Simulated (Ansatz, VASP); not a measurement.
Os in VASP and in Ansatz

```xyz
2
Lattice="2.7175 0.0000 0.0000 -1.3588 2.3534 0.0000 0.0000 0.0000 4.2845" Properties=species:S:1:pos:R:3 pbc="T T T"
Os    0.0000    1.5690    1.0711
Os    1.3588    0.7845    3.2133
```

Alike in both runs: task single point; functional LDA; k mesh 13 × 13 × 8; occupations gaussian, width 0.3 eV; no spin polarisation.

|  | VASP | Ansatz |
| --- | --- | --- |
| version | VASP 6.6.1 | Ansatz 0.2.0 |
| potentials or method | VASP PAW LDA potentials, release 64 (Os_sv_GW), cutoff 560 eV | plane waves (420 eV) with PAW, scalar-relativistic |
| valence electrons in the cell | 32 | 32 |

|  | VASP | Ansatz | Ansatz less VASP |
| --- | --- | --- | --- |
| pressure (GPa) | 0.6 | 0.1 | -0.46 |
| traceless stress, the component that is largest in VASP (GPa) | -0.17 | -0.30 | -0.130 |

Ansatz warns that its potentials were made for another functional, while VASP's fit it. LDA's correlation is that of Perdew and Zunger in VASP and of Perdew and Wang (1992) in Ansatz.

Neither program's run includes spin-orbit coupling.
